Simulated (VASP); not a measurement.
# PtSe2 (Sudovikovite): single point with SVWN5

PtSe2 (Sudovikovite):

```
Pt Se
1.0
     3.73766    0.00000    0.00000
    -1.86883    3.23691    0.00000
     0.00000    0.00000    4.76096
Pt Se
1 2
Direct
  0.00000 0.00000 0.00000
  0.66667 0.33333 0.73457
  0.33333 0.66667 0.26543
```

| Quantity | Value |
| --- | --- |
| Program | VASP 6.6.1 |
| Task | single point |
| Functional | SVWN5 |
| Potentials or basis | VASP PAW PBE potentials, release 64 (Pt, Se) |
| Cutoff | 520 eV |
| k mesh | 8 × 8 × 5 |
| Occupations | fermi-dirac, width 0.05 eV |
| Spin | no spin polarisation |
| Dipole correction | no |
| Further INCAR settings | ALGO = Normal; EDIFF = 1e-06; NBANDS = 18 |

```
Pressure               : 0.2 GPa
Largest force          : 0.032 eV/Å
Band gap on the k mesh : zero (band 11 reaches 7.67 eV, above the bottom of band 12 at 6.76 eV)
```

Forces on the atoms (eV/Å):
```
Pt   0.000  0.000  0.000
Se   0.000  0.000 -0.032
Se   0.000  0.000  0.032
```

Stress tensor (GPa, compression positive):
```
0.27 0.00 0.00
0.00 0.27 0.00
0.00 0.00 0.19
```

Levels at points of the mesh, in eV from the Fermi level:
```tsv
k point	band 7	band 8	band 9	band 10	band 11	band 12	band 13	band 14	band 15	band 16
(0.00, 0.00, 0.00)	-3.97	-2.56	-1.07	-1.07	0.81	1.06	1.06	3.12	4.11	7.19
(0.50, 0.00, 0.00)	-3.90	-3.87	-3.47	-3.40	-3.04	0.46	2.58	5.03	6.05	6.96
```

Run time: 14 s on 1 thread of Intel(R) Xeon(R) 6975P-C (Granite Rapids), with other jobs on the host, peak memory 0.17 GiB.

Caveat: the PAW data sets were made with another functional, which shifts forces and pressure a little; spin-orbit coupling is left out, which moves the levels of the heavy elements.
